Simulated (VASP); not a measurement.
# GaN (F-43m) in VASP: a series of runs

Aim: see how the results for GaN move with the level of theory and the settings. Levels: RPBE, revPBE+D3(BJ). Tasks: single point.

Everything below comes from runs of VASP 6.6.1. Logs are shortened: lines on timing, memory, paths and dates and some standing lists are left out, and cuts for length are marked.

## 1. The cell of the first run

It takes space group F-43m (No. 216, cubic). Conventional cell: a = 4.446 Å, b = 4.446 Å, c = 4.446 Å, α = 90.00°, β = 90.00°, γ = 90.00°. Within 2.6 Å of Ga (site symmetry -43m) lie 4 N at 1.93 Å. N (site symmetry -43m) has 4 Ga at 1.93 Å within 2.6 Å.

## 2. Single point, RPBE

Contents of INCAR:

```
SYSTEM = GaN
ALGO     = Normal         ! electronic algorithm
EDIFF    = 1E-6           ! SCF threshold, eV
ENCUT    = 520            ! plane-wave cutoff, eV
GGA      = RP             ! functional
ISIF     = 2              ! what is computed and relaxed
ISMEAR   = -1             ! smearing method
LASPH    = .True.         ! aspherical terms in the spheres
LCHARG   = .False.        ! write CHGCAR
LREAL    = .False.        ! projectors in reciprocal space
LWAVE    = .False.        ! write WAVECAR
NBANDS   = 16             ! bands
NELM     = 60             ! most SCF steps
PREC     = Accurate       ! precision mode
SIGMA    = 0.05           ! smearing width, eV
```

Contents of KPOINTS:

```
k-points
0
Gamma
  10 10 10
  0 0 0
```

Contents of POSCAR:

```
GaN
1.0
    0.0000000000      2.2230441631      2.2230441631
    2.2230441631      0.0000000000      2.2230441631
    2.2230441631      2.2230441631      0.0000000000
Ga N
1 1
Direct
    0.0000000000      0.0000000000      0.0000000000
    0.2500000000      0.2500000000      0.2500000000
```

Potentials or basis: VASP PAW PBE potentials, release 64 (Ga_d, N).

Started as:

```
$ cat potpaw_PBE.64/Ga_d/POTCAR potpaw_PBE.64/N/POTCAR > POTCAR
$ mpirun -np 1 vasp_std > vasp.out
```

OUTCAR:

```text
SYSTEM = GaN
   EDIFF = 1E-6
   ENCUT = 520
   GGA = RP
   ISIF = 2
   ISMEAR = -1
   LASPH = .True.
   LREAL = .False.
   NELM = 60
   PREC = Accurate

 ion  position               nearest neighbor table
   1  0.000  0.000  0.000-   2 1.93   2 1.93   2 1.93   2 1.93
   2  0.250  0.250  0.250-   1 1.93   1 1.93   1 1.93   1 1.93

  LATTYP: Found a face centered cubic cell.
 ALAT       =     4.4460883262

  Lattice vectors:

 A1 = (   0.0000000000,   2.2230441631,   2.2230441631)
 A2 = (   2.2230441631,   0.0000000000,   2.2230441631)
 A3 = (   2.2230441631,   2.2230441631,   0.0000000000)

Analysis of symmetry for initial positions (statically):
=====================================================================
 Subroutine PRICEL returns:
 Original cell was already a primitive cell.

 Routine SETGRP: Setting up the symmetry group for a
 face centered cubic supercell.

 Subroutine GETGRP returns: Found 24 space group operations
 (whereof 24 operations were pure point group operations)
 out of a pool of 48 trial point group operations.

The static configuration has the point symmetry T_d .

Analysis of symmetry for dynamics (positions and initial velocities):
=====================================================================
 Subroutine PRICEL returns:
 Original cell was already a primitive cell.

 Routine SETGRP: Setting up the symmetry group for a
 face centered cubic supercell.

 Subroutine GETGRP returns: Found 24 space group operations
 (whereof 24 operations were pure point group operations)
 out of a pool of 48 trial point group operations.

The dynamic configuration has the point symmetry T_d .

 Subroutine INISYM returns: Found 24 space group operations
 (whereof 24 operations are pure point group operations),
 and found     1 'primitive' translations

----------------------------------------------------------------------------------------

                                     Primitive cell

  volume of cell :      21.9722

  direct lattice vectors                    reciprocal lattice vectors
     0.000000000  2.223044163  2.223044163    -0.224916809  0.224916809  0.224916809
     2.223044163  0.000000000  2.223044163     0.224916809 -0.224916809  0.224916809
     2.223044163  2.223044163  0.000000000     0.224916809  0.224916809 -0.224916809

  length of vectors
     3.143859205  3.143859205  3.143859205     0.389567341  0.389567341  0.389567341

  position of ions in fractional coordinates (direct lattice)
     0.000000000  0.000000000  0.000000000
     0.250000000  0.250000000  0.250000000

  ion indices of the primitive-cell ions
   primitive index   ion index
                 1           1
                 2           2

----------------------------------------------------------------------------------------

 KPOINTS: k-points

Automatic generation of k-mesh.
 Grid dimensions read from file:
 generate k-points for:   10   10   10

 Generating k-lattice:

  Cartesian coordinates                     Fractional coordinates (reciprocal lattice)
    -0.022491681  0.022491681  0.022491681     0.100000000  0.000000000  0.000000000
     0.022491681 -0.022491681  0.022491681     0.000000000  0.100000000  0.000000000
     0.022491681  0.022491681 -0.022491681     0.000000000  0.000000000  0.100000000

  Length of vectors
     0.038956734  0.038956734  0.038956734

  Shift w.r.t. Gamma in fractional coordinates (k-lattice)
     0.000000000  0.000000000  0.000000000

 Subroutine IBZKPT returns following result:
 ===========================================

 Found     47 irreducible k-points:

 Following reciprocal coordinates:
            Coordinates               Weight
  0.000000  0.000000  0.000000      1.000000
  0.100000  0.000000  0.000000      8.000000
  0.200000  0.000000  0.000000      8.000000
  0.300000  0.000000  0.000000      8.000000
  0.400000  0.000000  0.000000      8.000000
  0.500000  0.000000  0.000000      4.000000
[... 16 lines left out ...]
  0.300000  0.300000  0.000000      6.000000
  0.400000  0.300000  0.000000     24.000000
 [... further k-points ...]
   k-points           NKPTS =     47   k-points in BZ     NKDIM =     47   number of bands    NBANDS=     16
   number of dos      NEDOS =    301   number of ions     NIONS =      2
   total plane-waves  NPLWV =  13824
   dimension x,y,z NGX =    24 NGY =   24 NGZ =   24
   dimension x,y,z NGXF=    48 NGYF=   48 NGZF=   48
   ions per type =               1   1
   NGX,Y,Z   is equivalent  to a cutoff of  12.69, 12.69, 12.69 a.u.
   NGXF,Y,Z  is equivalent  to a cutoff of  25.38, 25.38, 25.38 a.u.
 SYSTEM =  GaN
   PREC   = accura    normal or accurate (medium, high low for compatibility)
   ISTART =      0    job   : 0-new  1-cont  2-samecut
   ICHARG =      2    charge: 1-file 2-atom 10-const
   ISPIN  =      1    spin polarized calculation?
   LNONCOLLINEAR =      F non collinear calculations
   LSORBIT =      F    spin-orbit coupling
   LASPH  =      T    aspherical Exc in radial PAW
   ENCUT  =  520.0 eV  38.22 Ry    6.18 a.u.   5.85  5.85  5.85*2*pi/ulx,y,z
   NELM   =     60;   NELMIN=  2; NELMDL= -5     # of ELM steps
   EDIFF  = 0.1E-05   stopping-criterion for ELM
   LREAL  =      F    real-space projection
   EDIFFG = 0.1E-04   stopping-criterion for IOM
   NSW    =      0    number of steps for IOM
   IBRION =     -1    ionic relax: 0-MD 1-quasi-New 2-CG
   NFREE  =      0    steps in history (QN), initial steepest desc. (CG)
   ISIF   =      2    stress and relaxation
   ISYM   =      2    0-nonsym 1-usesym 2-fastsym
   POTIM  = 0.5000    time-step for ionic-motion
   TEBEG  =    0.0;   TEEND  =   0.0 temperature during run
   PSTRESS=    0.0 pullay stress
   NELECT =      18.0000    total number of electrons
   NUPDOWN=      -1.0000    fix difference up-down
   EMIN   =  10.00;   EMAX   =-10.00  energy-range for DOS
   EFERMI =   0.00;   METHOD = LEGACY
   ISMEAR =    -1;   SIGMA  =   0.05  broadening in eV -4-tet -1-fermi 0-gaus
   EFERMI_NEDOS =   21; number of points for ismear=-14 and -15
   IALGO  =     38    algorithm
   IMIX   =      4    mixing-type and parameters
     AMIX     =   0.40;   BMIX     =  1.00
     AMIX_MAG =   1.60;   BMIX_MAG =  1.00
  volume/ion in A,a.u.               =      10.99        74.14
  Fermi-wavevector in a.u.,A,eV,Ry     =   1.531819  2.894719 31.925673  2.346471
  Thomas-Fermi vector in A             =   2.639111
   LORBIT       =      0    0 simple, 1 ext, 2 COOP (PROOUT), +10 PAW based schemes
   GGA     = RP    functional components
   LHFCALC =     F    Hartree Fock is set to
   AEXX    =    0.0000 exact exchange contribution
   IVDW    =     0    specifies the selected vdW correction
   LEPSILON=     F    determine dielectric tensor
   LRPA    =     F    only Hartree local field effects (RPA)
 non-spin polarized calculation
  energy-cutoff  :      520.00
  volume of cell :       21.97
 maximum number of plane-waves:       609
   NGX = 11   NGY = 11   NGZ = 11

 number of electron      18.0000015 magnetization

 Free energy of the ion-electron system (eV)
  ---------------------------------------------------
  ext. energy  EPLUGINS =         0.00000000
  ---------------------------------------------------
  free energy    TOTEN  =       -11.22801662 eV

  energy without entropy =      -11.22801662  energy(sigma->0) =      -11.22801662

 E-fermi :   6.8630     XC(G=0): -11.6976

 val. band max:        5.8680398015   @ k =   0.0000   0.0000   0.0000
 cond. band min:       7.9077210132   @ k =   0.0000   0.0000   0.0000
 fundamental gap:      2.0396812116
 Fermi energy:         6.8630210067

 k-point     1 :       0.0000    0.0000    0.0000
  band No.  band energies     occupation
      1     -10.4609      2.00000
      2      -7.6158      2.00000
      3      -7.6158      2.00000
      4      -7.6158      2.00000
      5      -7.2527      2.00000
      6      -7.2527      2.00000
[... 8 lines left out ...]
     15      25.1250      0.00000
     16      25.1250      0.00000

 k-point     2 :       0.1000    0.0000    0.0000
  band No.  band energies     occupation
      1     -10.3428      2.00000
      2      -7.6005      2.00000
      3      -7.6005      2.00000
      4      -7.5792      2.00000
      5      -7.2542      2.00000
      6      -7.2542      2.00000
[... 8 lines left out ...]
     15      23.7563      0.00000
     16      23.8951      0.00000

 k-point     3 :       0.2000    0.0000    0.0000
  band No.  band energies     occupation
      1     -10.0403      2.00000
      2      -7.5650      2.00000
      3      -7.5650      2.00000
      4      -7.4236      2.00000
      5      -7.2529      2.00000
      6      -7.2529      2.00000
[... 8 lines left out ...]
     15      22.9721      0.00000
     16      22.9721      0.00000

 k-point     4 :       0.3000    0.0000    0.0000
  band No.  band energies     occupation
      1      -9.7043      2.00000
      2      -7.5333      2.00000
      3      -7.5333      2.00000
      4      -7.2380      2.00000
      5      -7.2380      2.00000
      6      -7.0350      2.00000
[... 8 lines left out ...]
     15      23.5140      0.00000
     16      23.5140      0.00000

 k-point     5 :       0.4000    0.0000    0.0000
  band No.  band energies     occupation
      1      -9.4901      2.00000
      2      -7.5194      2.00000
      3      -7.5194      2.00000
      4      -7.2129      2.00000
      5      -7.2129      2.00000
      6      -6.4132      2.00000
[... 8 lines left out ...]
     15      25.0245      0.00000
     16      25.0246      0.00000

 k-point     6 :       0.5000    0.0000    0.0000
  band No.  band energies     occupation
      1      -9.4250      2.00000
      2      -7.5168      2.00000
      3      -7.5168      2.00000
      4      -7.2004      2.00000
      5      -7.2004      2.00000
      6      -6.0297      2.00000
[... 8 lines left out ...]
     15      26.1272      0.00000
     16      26.1272      0.00000
[... 267 lines left out ...]
 k-point    21 :      -0.3000    0.2000    0.0000
  band No.  band energies     occupation
      1      -9.4117      2.00000
      2      -7.5065      2.00000
      3      -7.4574      2.00000
      4      -7.2604      2.00000
      5      -7.2600      2.00000
      6      -6.2817      2.00000
[... 8 lines left out ...]
     15      23.7707      0.00000
     16      27.0684      0.00000

 k-point    22 :      -0.2000    0.2000    0.0000
  band No.  band energies     occupation
      1      -9.6004      2.00000
      2      -7.5150      2.00000
      3      -7.4988      2.00000
      4      -7.2778      2.00000
      5      -7.2754      2.00000
      6      -6.8489      2.00000
[... 8 lines left out ...]
     15      23.7939      0.00000
     16      27.0433      0.00000

 k-point    23 :       0.3000    0.3000    0.0000
  band No.  band energies     occupation
      1      -9.4998      2.00000
      2      -7.4593      2.00000
      3      -7.4023      2.00000
      4      -7.4023      2.00000
      5      -7.1966      2.00000
      6      -6.8475      2.00000
[... 8 lines left out ...]
     15      28.3084      0.00000
     16      29.1036      0.00000

 k-point    24 :       0.4000    0.3000    0.0000
  band No.  band energies     occupation
      1      -9.3550      2.00000
      2      -7.4763      2.00000
      3      -7.3635      2.00000
      4      -7.3628      2.00000
      5      -7.1853      2.00000
      6      -6.3930      2.00000
[... 8 lines left out ...]
     15      28.7726      0.00000
     16      28.9363      0.00000

 [... further k-points ...]
[... 5 lines left out ...]
  --------------------------------------------------------------------------------------
  -------------------------------------------------------------------------------------
  Total        2.4351607      2.4351607      2.4351607      0.0000000     -0.0000000     -0.0000000
  in kB      177.5676898    177.5676898    177.5676898      0.0000000     -0.0000000     -0.0000000
  external PRESSURE =     177.5676898 kB  Pullay stress =       0.0000000 kB

 VOLUME and BASIS-vectors are now :
 -----------------------------------------------------------------------------
  energy-cutoff  :      520.00
  volume of cell :       21.97
      direct lattice vectors                 reciprocal lattice vectors
     0.000000000  2.223044163  2.223044163    -0.224916809  0.224916809  0.224916809
     2.223044163  0.000000000  2.223044163     0.224916809 -0.224916809  0.224916809
     2.223044163  2.223044163  0.000000000     0.224916809  0.224916809 -0.224916809

 POSITION                                       TOTAL-FORCE (eV/Angst)
 -----------------------------------------------------------------------------------
      0.00000      0.00000      0.00000         0.000000      0.000000      0.000000
      1.11152      1.11152      1.11152        -0.000000     -0.000000     -0.000000
 -----------------------------------------------------------------------------------
    total drift:                                0.000001      0.000001      0.000001

  FREE ENERGIE OF THE ION-ELECTRON SYSTEM (eV)
  ---------------------------------------------------
  free  energy   TOTEN  =       -11.2280166154 eV

  energy  without entropy=      -11.2280166154  energy(sigma->0) =      -11.22801662
```

Run time: 14 s. Hardware: 1 thread of Intel Xeon Platinum 8259CL at 2.50GHz (Skylake/Cascade Lake), shared host; peak memory 0.15 GiB.

Results:

| Quantity | Value |
| --- | --- |
| Free energy | -11.2280 eV |
| Pressure | 17.8 GPa |
| Band gap on the k mesh | 2.04 eV, direct |

Levels at points of the mesh, in eV from the valence-band top:
```tsv
k point	band 6	band 7	band 8	band 9	band 10	band 11	band 12	band 13
(0.00, 0.00, 0.00)	-13.12	0.00	0.00	0.00	2.04	10.63	10.63	10.63
(0.50, 0.00, 0.00)	-11.90	-7.27	-1.02	-1.02	5.00	9.02	10.64	10.64
(0.50, 0.50, 0.00)	-11.49	-6.26	-2.84	-2.84	3.42	7.00	12.14	14.51
```

Caveat: the PAW data sets were made with another functional, which shifts forces and pressure a little.

## 3. Single point, revPBE+D3(BJ)

This run uses another cell than the first one, of 10.76 Å³/atom, 0.979 times its volume.

Contents of INCAR:

```
SYSTEM = GaN
  PREC = Accurate
  ENCUT = 520
  EDIFF = 1E-6
  ISMEAR = -1
  SIGMA = 0.05
  LREAL = .FALSE.
  LASPH = .TRUE.
  NELM = 60
  ALGO = Normal
  ISIF = 2
  LWAVE = .FALSE.
  LCHARG = .TRUE.
  GGA = RE
  IVDW = 12
  LELF = .TRUE.
  LVHAR = .TRUE.
  NBANDS = 16
```

Contents of KPOINTS:

```
Automatic mesh
0
G
  10 10 10
  0 0 0
```

Contents of POSCAR:

```
GaN
1.0
    0.0000000000      2.2074978911      2.2074978911
    2.2074978911      0.0000000000      2.2074978911
    2.2074978911      2.2074978911      0.0000000000
Ga N
1 1
Direct
    0.0000000000      0.0000000000      0.0000000000
    0.2500000000      0.2500000000      0.2500000000
```

Potentials or basis: VASP PAW PBE potentials, release 64 (Ga_d, N).

Started as:

```
$ cat potpaw_PBE.64/Ga_d/POTCAR potpaw_PBE.64/N/POTCAR > POTCAR
$ mpirun -np 1 vasp_std > vasp.out
```

Wall time 16 s (1 thread of Intel Xeon Platinum 8259CL at 2.50GHz (Skylake/Cascade Lake), shared host); peak memory 0.15 GiB.

It converged, with:

```yaml
Free_energy: -12.3629 eV
Pressure: 13.4 GPa
Band_gap_on_the_k_mesh: 2.16 eV, direct
Dispersion_energy_per_atom: -0.525 eV
```

Levels at points of the mesh, in eV from the valence-band top:
```
           k point  band 7  band 8  band 9  band 10  band 11  band 12
(0.00, 0.00, 0.00)    0.00    0.00    0.00     2.16    10.75    10.75
(0.50, 0.00, 0.00)   -7.43   -1.04   -1.04     5.13     9.10    10.73
(0.50, 0.50, 0.00)   -6.36   -2.92   -2.92     3.41     7.10    12.26
```

Caveat: the PAW data sets were made with another functional, which shifts forces and pressure a little.

(Continued in part 2 of 2.)
